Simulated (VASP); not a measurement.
# AsH3 in VASP: a series of runs

The runs below take AsH3 through single point, relaxation of the atoms, with PBE+D4, r2SCAN+rVV10, RPBE, PBE+D3(BJ), r2SCAN.

All numbers are computed with VASP 6.6.1; they aren't measurements. Logs are shortened: lines on timing, memory, paths and dates and some standing lists are left out, and cuts for length are marked.

## Step 1: The cell of the first run

The cell holds a molecule in a box, 4 atoms: a = 12.557 Å, b = 13.057 Å, c = 13.557 Å, α = 90.00°, β = 90.00°, γ = 90.00°.

## Step 2: Single point, PBE+D4

INCAR reads:

```
PREC     = Accurate       # precision mode
ENCUT    = 400            # plane-wave cutoff, eV
EDIFF    = 1E-6           # SCF threshold, eV
ISMEAR   = 0              # smearing method
SIGMA    = 0.005          # smearing width, eV
LREAL    = False          # projectors in reciprocal space
LASPH    = True           # aspherical terms in the spheres
NELM     = 120            # most SCF steps
ALGO     = Normal         # electronic algorithm
ISIF     = 2              # what is computed and relaxed
LWAVE    = False          # write WAVECAR
LCHARG   = False          # write CHGCAR
GGA      = PE             # functional
IVDW     = 13             # dispersion correction
NBANDS   = 17             # bands
GGA_COMPAT= False        
NELMDL   = -8
```

KPOINTS reads:

```
Automatic mesh
0
Gamma
  1 1 1
```

POSCAR reads:

```
AsH3
1.0
   12.5572003111      0.0000000000      0.0000000000
    0.0000000000     13.0572003111      0.0000000000
    0.0000000000      0.0000000000     13.5572003111
As H
1 3
Direct
    0.5262628400      0.5096004700      0.4578352900
    0.5290580700      0.4128441100      0.5217632200
    0.5511202500      0.5766399000      0.5477206000
    0.4063777000      0.5214262000      0.4756737900
```

Potentials or basis: VASP PAW PBE potentials, release 64 (As_d, H).

The run is started by

```
$ cat potpaw_PBE.64/As_d/POTCAR potpaw_PBE.64/H/POTCAR > POTCAR
$ mpirun -np 1 vasp_gam > vasp.out
```

OUTCAR:

```text
PREC = Accurate
   ENCUT = 400
   EDIFF = 1E-6
   ISMEAR = 0
   LREAL = False
   LASPH = True
   NELM = 120
   ISIF = 2
   GGA = PE
   IVDW = 13
   NELMDL = -8

 ion  position               nearest neighbor table
   1  0.526  0.510  0.458-   2 1.53   4 1.53   3 1.53
   2  0.529  0.413  0.522-   1 1.53
   3  0.551  0.577  0.548-   1 1.53
   4  0.406  0.521  0.476-   1 1.53

  LATTYP: Found a simple orthorhombic cell.
 ALAT       =    12.5572003111
 B/A-ratio  =     1.0398177928
 C/A-ratio  =     1.0796355856

  Lattice vectors:

 A1 = (  12.5572003111,   0.0000000000,   0.0000000000)
 A2 = (   0.0000000000,  13.0572003111,   0.0000000000)
 A3 = (   0.0000000000,   0.0000000000,  13.5572003111)

Analysis of symmetry for initial positions (statically):
=====================================================================
 Subroutine PRICEL returns:
 Original cell was already a primitive cell.

 Routine SETGRP: Setting up the symmetry group for a
 simple orthorhombic supercell.

 Subroutine GETGRP returns: Found  1 space group operations
 (whereof  1 operations were pure point group operations)
 out of a pool of  8 trial point group operations.

The static configuration has the point symmetry C_1 .

Analysis of symmetry for dynamics (positions and initial velocities):
=====================================================================
 Subroutine PRICEL returns:
 Original cell was already a primitive cell.

 Routine SETGRP: Setting up the symmetry group for a
 simple orthorhombic supercell.

 Subroutine GETGRP returns: Found  1 space group operations
 (whereof  1 operations were pure point group operations)
 out of a pool of  8 trial point group operations.

The dynamic configuration has the point symmetry C_1 .

 Subroutine INISYM returns: Found  1 space group operations
 (whereof  1 operations are pure point group operations),
 and found     1 'primitive' translations

----------------------------------------------------------------------------------------

                                     Primitive cell

  volume of cell :    2222.8640

  direct lattice vectors                    reciprocal lattice vectors
    12.557200311  0.000000000  0.000000000     0.079635586  0.000000000  0.000000000
     0.000000000 13.057200311  0.000000000     0.000000000  0.076586096  0.000000000
     0.000000000  0.000000000 13.557200311     0.000000000  0.000000000  0.073761542

  length of vectors
    12.557200311 13.057200311 13.557200311     0.079635586  0.076586096  0.073761542

  position of ions in fractional coordinates (direct lattice)
     0.526262840  0.509600470  0.457835290
     0.529058070  0.412844110  0.521763220
     0.551120250  0.576639900  0.547720600
     0.406377700  0.521426200  0.475673790

  ion indices of the primitive-cell ions
   primitive index   ion index
                 1           1
                 2           2
                 3           3
                 4           4

----------------------------------------------------------------------------------------

 KPOINTS: Automatic mesh

Automatic generation of k-mesh.
 Grid dimensions read from file:
 generate k-points for:    1    1    1

 Generating k-lattice:

  Cartesian coordinates                     Fractional coordinates (reciprocal lattice)
     0.079635586  0.000000000  0.000000000     1.000000000  0.000000000  0.000000000
     0.000000000  0.076586096  0.000000000     0.000000000  1.000000000  0.000000000
     0.000000000  0.000000000  0.073761542     0.000000000  0.000000000  1.000000000

  Length of vectors
     0.079635586  0.076586096  0.073761542

  Shift w.r.t. Gamma in fractional coordinates (k-lattice)
     0.000000000  0.000000000  0.000000000

 Subroutine IBZKPT returns following result:
 ===========================================

 Found      1 irreducible k-points:

 Following reciprocal coordinates:
            Coordinates               Weight
  0.000000  0.000000  0.000000      1.000000
   k-points           NKPTS =      1   k-points in BZ     NKDIM =      1   number of bands    NBANDS=     17
   number of dos      NEDOS =    301   number of ions     NIONS =      4
   total plane-waves  NPLWV = 680400
   dimension x,y,z NGX =    84 NGY =   90 NGZ =   90
   dimension x,y,z NGXF=   168 NGYF=  180 NGZF=  180
   ions per type =               1   3
   NGX,Y,Z   is equivalent  to a cutoff of  11.12, 11.46, 11.04 a.u.
   NGXF,Y,Z  is equivalent  to a cutoff of  22.24, 22.92, 22.07 a.u.
 SYSTEM =  unknown system
   PREC   = accura    normal or accurate (medium, high low for compatibility)
   ISTART =      0    job   : 0-new  1-cont  2-samecut
   ICHARG =      2    charge: 1-file 2-atom 10-const
   ISPIN  =      1    spin polarized calculation?
   LNONCOLLINEAR =      F non collinear calculations
   LSORBIT =      F    spin-orbit coupling
   LASPH  =      T    aspherical Exc in radial PAW
   ENCUT  =  400.0 eV  29.40 Ry    5.42 a.u.  20.48 21.29 22.11*2*pi/ulx,y,z
   NELM   =    120;   NELMIN=  2; NELMDL= -8     # of ELM steps
   EDIFF  = 0.1E-05   stopping-criterion for ELM
   LREAL  =      F    real-space projection
   EDIFFG = 0.1E-04   stopping-criterion for IOM
   NSW    =      0    number of steps for IOM
   IBRION =     -1    ionic relax: 0-MD 1-quasi-New 2-CG
   NFREE  =      0    steps in history (QN), initial steepest desc. (CG)
   ISIF   =      2    stress and relaxation
   ISYM   =      2    0-nonsym 1-usesym 2-fastsym
   POTIM  = 0.5000    time-step for ionic-motion
   TEBEG  =    0.0;   TEEND  =   0.0 temperature during run
   PSTRESS=    0.0 pullay stress
   NELECT =      18.0000    total number of electrons
   NUPDOWN=      -1.0000    fix difference up-down
   EMIN   =  10.00;   EMAX   =-10.00  energy-range for DOS
   EFERMI =   0.00;   METHOD = LEGACY
   ISMEAR =     0;   SIGMA  =   0.01  broadening in eV -4-tet -1-fermi 0-gaus
   EFERMI_NEDOS =   21; number of points for ismear=-14 and -15
   IALGO  =     38    algorithm
   IMIX   =      4    mixing-type and parameters
     AMIX     =   0.40;   BMIX     =  1.00
     AMIX_MAG =   1.60;   BMIX_MAG =  1.00
  volume/ion in A,a.u.               =     555.72      3750.16
  Fermi-wavevector in a.u.,A,eV,Ry     =   0.328747  0.621241  1.470441  0.108074
  Thomas-Fermi vector in A             =   1.222601
   LORBIT       =      0    0 simple, 1 ext, 2 COOP (PROOUT), +10 PAW based schemes
   GGA     = PE    functional components
   LHFCALC =     F    Hartree Fock is set to
   AEXX    =    0.0000 exact exchange contribution
   IVDW    =    13    specifies the selected vdW correction
   LEPSILON=     F    determine dielectric tensor
   LRPA    =     F    only Hartree local field effects (RPA)
 non-spin polarized calculation
 Gauss-broadening in eV      SIGMA  =   0.01
  energy-cutoff  :      400.00
  volume of cell :     2222.86
 maximum number of plane-waves:     20182
 NGX is ok and might be reduce to    84
   NGX = 41   NGY = 43   NGZ = 45

 number of electron      17.9999972 magnetization

 Free energy of the ion-electron system (eV)
  ---------------------------------------------------
  ext. energy  EPLUGINS =         0.00000000
  ---------------------------------------------------
  free energy    TOTEN  =       -14.45027034 eV

  energy without entropy =      -14.45027034  energy(sigma->0) =      -14.45027034

 E-fermi :  -6.6821     XC(G=0):  -0.4666

 val. band max:       -6.7712364867   @ k =   0.0000   0.0000   0.0000
 cond. band min:      -0.7992225280   @ k =   0.0000   0.0000   0.0000
 fundamental gap:      5.9720139587
 Fermi energy:        -6.6820695765

 k-point     1 :       0.0000    0.0000    0.0000
  band No.  band energies     occupation
      1     -39.5855      2.00000
      2     -39.5854      2.00000
      3     -39.4992      2.00000
      4     -39.4992      2.00000
      5     -39.4467      2.00000
      6     -15.9959      2.00000
[... 9 lines left out ...]
     16       0.6527      0.00000
     17       0.7250      0.00000

------------------------ aborting loop because EDIFF is reached ----------------------------------------

  DFT-D4 for vdW energy calculation

  Edisp (eV):   -0.03346

  FORCE on cell =-STRESS in cart. coord.  units (eV):
  Direction    XX          YY          ZZ          XY          YZ          ZX
  --------------------------------------------------------------------------------------
  -------------------------------------------------------------------------------------
  Total      -0.22070    -0.21773    -0.22053    -0.00241    -0.00031     0.00096
  in kB      -0.15907    -0.15694    -0.15895    -0.00174    -0.00022     0.00069
  external pressure =       -0.16 kB  Pullay stress =        0.00 kB

 VOLUME and BASIS-vectors are now :
 -----------------------------------------------------------------------------
  energy-cutoff  :      400.00
  volume of cell :     2222.86
      direct lattice vectors                 reciprocal lattice vectors
    12.557200311  0.000000000  0.000000000     0.079635586  0.000000000  0.000000000
     0.000000000 13.057200311  0.000000000     0.000000000  0.076586096  0.000000000
     0.000000000  0.000000000 13.557200311     0.000000000  0.000000000  0.073761542

 POSITION                                       TOTAL-FORCE (eV/Angst)
 -----------------------------------------------------------------------------------
      6.60839      6.65396      6.20696        -0.015782     -0.005848      0.025765
      6.64349      5.39059      7.07365         0.002381      0.010656     -0.009328
      6.92053      7.52930      7.42556        -0.001736     -0.005955     -0.012529
      5.10297      6.80837      6.44880         0.015137      0.001147     -0.003908
 -----------------------------------------------------------------------------------
    total drift:                               -0.002738     -0.003149     -0.002230

  FREE ENERGIE OF THE ION-ELECTRON SYSTEM (eV)
  ---------------------------------------------------
  free  energy   TOTEN  =       -14.4837323917 eV

  energy  without entropy=      -14.4837323917  energy(sigma->0) =      -14.48373239
```

It took 1.8 min on 1 thread of Intel Xeon Platinum 8259CL at 2.50GHz (Skylake/Cascade Lake), shared host; peak memory 1.1 GiB.

Results:

```yaml
Free_energy: -14.4837 eV
Largest_force: 0.031 eV/Å
Gap_between_the_frontier_levels: 5.97 eV
Dispersion_energy_per_atom: -0.008 eV
```

Forces on the atoms (eV/Å):
```
As  -0.016 -0.006  0.026
H    0.002  0.011 -0.009
H   -0.002 -0.006 -0.013
H    0.015  0.001 -0.004
```

(Part 1 of 3 ends here.)
